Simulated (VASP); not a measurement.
Wanted: the native input for a VASP 6.6.1 run.

* Task: electric field gradients
* Functional: PBE
* Potentials or basis: VASP PAW PBE potentials, release 64 (Cd, S)
* Cutoff: 520 eV
* k mesh: 11 × 11 × 6
* Occupations: fermi-dirac, width 0.05 eV
* Spin: no spin polarisation
* Dipole correction: no
* Further INCAR settings: ALGO = Normal; EDIFF = 1e-08; NBANDS = 26

The structure of CdS (wurtzite type) lies in POSCAR:

```
CdS
1.0
    4.1959786962      0.0000000000      0.0000000000
   -2.0979893481      3.6338241446      0.0000000000
    0.0000000000      0.0000000000      6.8307170330
Cd S
2 2
Direct
    0.3333333333      0.6666666667     -0.0002060933
    0.6666666667      0.3333333333      0.4997939067
    0.3333333333      0.6666666667      0.3762060933
    0.6666666667      0.3333333333      0.8762060933
```

The input as run:

INCAR

```
SYSTEM = CdS
PREC = Accurate
ENCUT = 520
EDIFF = 1E-8
ISMEAR = -1
SIGMA = 0.05
LREAL = .False.
LASPH = .True.
NELM = 100
ALGO = Normal
ISIF = 2
LWAVE = .False.
LCHARG = .False.
GGA = PE
LEFG = .True.
NBANDS = 26
```

KPOINTS

```
regular mesh
0
Gamma
  11 11 6
  0 0 0
```

Potentials or basis: VASP PAW PBE potentials, release 64 (Cd, S).

Command:

```console
$ cat potpaw_PBE.64/Cd/POTCAR potpaw_PBE.64/S/POTCAR > POTCAR
$ mpirun -np 1 vasp_std > vasp.out
```

It gave:

- Pressure: 0.3 GPa
- Band gap on the k mesh: 1.11 eV, direct

Caveat: without QUAD_EFG the Cq values of the log hold for a quadrupole moment of 1 mb, not for the nuclei.

Wall time 2.8 min on 1 thread of Intel(R) Xeon(R) Platinum 8488C (Sapphire Rapids), with other jobs on the host, peak memory 0.31 GiB.
